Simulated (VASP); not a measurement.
# Y3Be2 (Pm-3m) in VASP: a series of runs, part 2 of 2

VASP 6.6.1. The steps go on from the part before.

## Step 3: Relaxation of cell and atoms, PBE

This run uses another cell than the first one, of 27.13 Å³/atom, 0.994 times its volume.

INCAR reads:

```
SYSTEM = Y3Be2
ALGO = Fast
EDIFF = 1E-6
EDIFFG = -0.01
ENCUT = 600
GGA = PE
IBRION = 2
ISIF = 3
ISMEAR = 0
LASPH = .True.
LCHARG = .False.
LREAL = .False.
LWAVE = .False.
NELM = 100
NSW = 100
PREC = Accurate
SIGMA = 0.1
```

KPOINTS reads:

```
k-points
0
Gamma
  8 8 8
  0 0 0
```

POSCAR reads:

```
Y3Be2
1.0
    5.1381977553      0.0000000000      0.0000000000
    0.0000000000      5.1381977553      0.0000000000
    0.0000000000      0.0000000000      5.1381977553
Y Be
3 2
Direct
    0.0000000000      0.5000000000      0.5000000000
    0.5000000000      0.0000000000      0.5000000000
    0.5000000000      0.5000000000      0.0000000000
    0.0000000000      0.0000000000      0.0000000000
    0.5000000000      0.5000000000      0.5000000000
```

Potentials or basis: VASP PAW PBE potentials, release 64 (Y_sv, Be).

Command:

```
$ cat potpaw_PBE.64/Y_sv/POTCAR potpaw_PBE.64/Be/POTCAR > POTCAR
$ mpirun -np 1 vasp_std > vasp.out
```

OUTCAR:

```text
SYSTEM = Y3Be2
   EDIFF = 1E-6
   EDIFFG = -0.01
   ENCUT = 600
   GGA = PE
   IBRION = 2
   ISIF = 3
   ISMEAR = 0
   LASPH = .True.
   LREAL = .False.
   NELM = 100
   NSW = 100
   PREC = Accurate

 ion  position               nearest neighbor table
   1  0.000  0.500  0.500-   5 2.57   5 2.57   2 3.63   3 3.63   2 3.63   2 3.63   3 3.63   3 3.63
                             3 3.63   2 3.63
   2  0.500  0.000  0.500-   5 2.57   5 2.57   1 3.63   3 3.63   1 3.63   3 3.63   3 3.63   3 3.63
                             1 3.63   1 3.63
   3  0.500  0.500  0.000-   5 2.57   5 2.57   1 3.63   1 3.63   2 3.63   2 3.63   2 3.63   2 3.63
                             1 3.63   1 3.63
   4  0.000  0.000  0.000-
   5  0.500  0.500  0.500-   1 2.57   2 2.57   3 2.57   3 2.57   2 2.57   1 2.57

  LATTYP: Found a simple cubic cell.
 ALAT       =     5.1381977553

  Lattice vectors:

 A1 = (   5.1381977553,   0.0000000000,   0.0000000000)
 A2 = (   0.0000000000,   5.1381977553,   0.0000000000)
 A3 = (   0.0000000000,   0.0000000000,   5.1381977553)

Analysis of symmetry for initial positions (statically):
=====================================================================
 Subroutine PRICEL returns:
 Original cell was already a primitive cell.

 Routine SETGRP: Setting up the symmetry group for a
 simple cubic supercell.

 Subroutine GETGRP returns: Found 48 space group operations
 (whereof 48 operations were pure point group operations)
 out of a pool of 48 trial point group operations.

The static configuration has the point symmetry O_h .

Analysis of symmetry for dynamics (positions and initial velocities):
=====================================================================
 Subroutine PRICEL returns:
 Original cell was already a primitive cell.

[... 190 lines left out ...]
      0.00000      0.00000      0.00000         0.000000      0.000000      0.000000
      2.56910      2.56910      2.56910         0.000000      0.000000      0.000000
 -----------------------------------------------------------------------------------
    total drift:                                0.000000     -0.000000      0.000000

  FREE ENERGIE OF THE ION-ELECTRON SYSTEM (eV)
  ---------------------------------------------------
  free  energy   TOTEN  =       -23.7810065695 eV

  energy  without entropy=      -23.7009150638  energy(sigma->0) =      -23.74096082

--------------------------------------- Ionic step        2  -------------------------------------------

 number of electron      36.9999998 magnetization

 Free energy of the ion-electron system (eV)
  ---------------------------------------------------
  ext. energy  EPLUGINS =         0.00000000
  ---------------------------------------------------
  free energy    TOTEN  =       -23.78141687 eV

  energy without entropy =      -23.70148560  energy(sigma->0) =      -23.74145123

 E-fermi :   2.2038     XC(G=0):  -8.9165

 val. band max:        2.1997015632   @ k =   0.3750   0.0000   0.0000
 cond. band min:       2.2054514203   @ k =   0.3750   0.2500   0.1250
 fundamental gap:      0.0057498571
 Fermi energy:         2.2037872824

 k-point     1 :       0.0000    0.0000    0.0000
  band No.  band energies     occupation
      1     -40.3236      2.00000
      2     -40.2691      2.00000
      3     -40.2691      2.00000
      4     -20.4646      2.00000
      5     -20.4646      2.00000
      6     -20.4646      2.00000
[... 589 lines left out ...]
     21       3.6340      0.00000
     22       3.7630      0.00000

 [... further k-points ...]

------------------------ aborting loop because EDIFF is reached ----------------------------------------

  FORCE on cell =-STRESS in cart. coord.  units (eV):
  Direction    XX          YY          ZZ          XY          YZ          ZX
  --------------------------------------------------------------------------------------
  -------------------------------------------------------------------------------------
  Total       -0.0098383     -0.0098383     -0.0098383     -0.0000000     -0.0000000      0.0000000
  in kB       -0.1156254     -0.1156254     -0.1156254     -0.0000000     -0.0000000      0.0000000
  external PRESSURE =      -0.1156254 kB  Pullay stress =       0.0000000 kB

 VOLUME and BASIS-vectors are now :
 -----------------------------------------------------------------------------
  energy-cutoff  :      600.00
  volume of cell :      136.33
      direct lattice vectors                 reciprocal lattice vectors
     5.146664199  0.000000000 -0.000000000     0.194300611  0.000000000 -0.000000000
    -0.000000000  5.146664199  0.000000000     0.000000000  0.194300611  0.000000000
     0.000000000 -0.000000000  5.146664199     0.000000000  0.000000000  0.194300611

 POSITION                                       TOTAL-FORCE (eV/Angst)
 -----------------------------------------------------------------------------------
     -0.00000      2.57333      2.57333         0.000000     -0.000000      0.000000
      2.57333     -0.00000      2.57333        -0.000000     -0.000000      0.000000
      2.57333      2.57333     -0.00000        -0.000000      0.000000      0.000000
      0.00000      0.00000      0.00000        -0.000000      0.000000      0.000000
      2.57333      2.57333      2.57333        -0.000000      0.000000      0.000000
 -----------------------------------------------------------------------------------
    total drift:                                0.000000     -0.000000      0.000000

  FREE ENERGIE OF THE ION-ELECTRON SYSTEM (eV)
  ---------------------------------------------------
  free  energy   TOTEN  =       -23.7814168683 eV

  energy  without entropy=      -23.7014855995  energy(sigma->0) =      -23.74145123

 reached required accuracy - stopping structural energy minimisation
```

OSZICAR:

```text
N       E                     dE             d eps       ncg     rms          rms(c)
DAV:   1     0.195021968921E+03    0.19502E+03   -0.19493E+04  1540   0.169E+03
DAV:   2    -0.589245053608E+01   -0.20091E+03   -0.19834E+03  1726   0.373E+02
DAV:   3    -0.268921383253E+02   -0.21000E+02   -0.20732E+02  2890   0.740E+01
[... 47 lines left out ...]
RMM:   8    -0.237814099594E+02   -0.22614E-04   -0.83824E-05  2266   0.434E-02    0.222E-02
RMM:   9    -0.237814118285E+02   -0.18690E-05   -0.66993E-05  2186   0.314E-02    0.428E-03
RMM:  10    -0.237814144313E+02   -0.26028E-05   -0.27927E-05  1623   0.182E-02    0.913E-03
RMM:  11    -0.237814159909E+02   -0.15596E-05   -0.16678E-05  1386   0.138E-02    0.142E-02
RMM:  12    -0.237814168683E+02   -0.87745E-06   -0.96223E-06  1232   0.969E-03
   2 F= -.23781417E+02 E0= -.23741451E+02  d E =-.410299E-03
```

CONTCAR:

```text
Y3Be2
   1.00000000000000
     5.1466641985886152    0.0000000000000000   -0.0000000000000000
    -0.0000000000000000    5.1466641985886152    0.0000000000000000
     0.0000000000000000   -0.0000000000000000    5.1466641985886152
  Y               Be
     3     2
Direct
     0.0000000000000000    0.5000000000000000    0.5000000000000000
     0.5000000000000000    0.0000000000000000    0.5000000000000000
     0.5000000000000000    0.5000000000000000    0.0000000000000000
     0.0000000000000000    0.0000000000000000    0.0000000000000000
     0.5000000000000000    0.5000000000000000    0.5000000000000000

  0.00000000E+00  0.00000000E+00  0.00000000E+00
  0.00000000E+00  0.00000000E+00  0.00000000E+00
  0.00000000E+00  0.00000000E+00  0.00000000E+00
  0.00000000E+00  0.00000000E+00  0.00000000E+00
  0.00000000E+00  0.00000000E+00  0.00000000E+00
```

It took 8.8 min on 1 thread of Intel Xeon Platinum 8488C (Sapphire Rapids), shared host; peak memory 0.35 GiB.

What came out:

```
Free energy                            : -23.7814 eV
Relaxed volume                         : 27.27 Å³/atom
Relaxed cell                           : a = 5.147 Å, b = 5.147 Å, c = 5.147 Å, α = 90.00°, β = 90.00°, γ = 90.00°
Space group after relaxing (to 0.05 Å) : Pm-3m (No. 221)
Energy gained by relaxing              : 0.1 meV/atom
Ionic steps                            : 2
Pressure after relaxing                : 0.0 GPa
```

The path:
```tsv
step	energy change (eV)	largest force (eV/Å)	pressure (GPa)	volume (Å³)
1	0.0000	0.0000	0.20	135.65
2	-0.0004	0.0000	-0.01	136.33
```

Final structure:
```
Y Be
1.0
     5.14666    0.00000    0.00000
     0.00000    5.14666    0.00000
     0.00000    0.00000    5.14666
Y Be
3 2
Cartesian
  0.0000 2.5733 2.5733
  2.5733 0.0000 2.5733
  2.5733 2.5733 0.0000
  0.0000 0.0000 0.0000
  2.5733 2.5733 2.5733
```
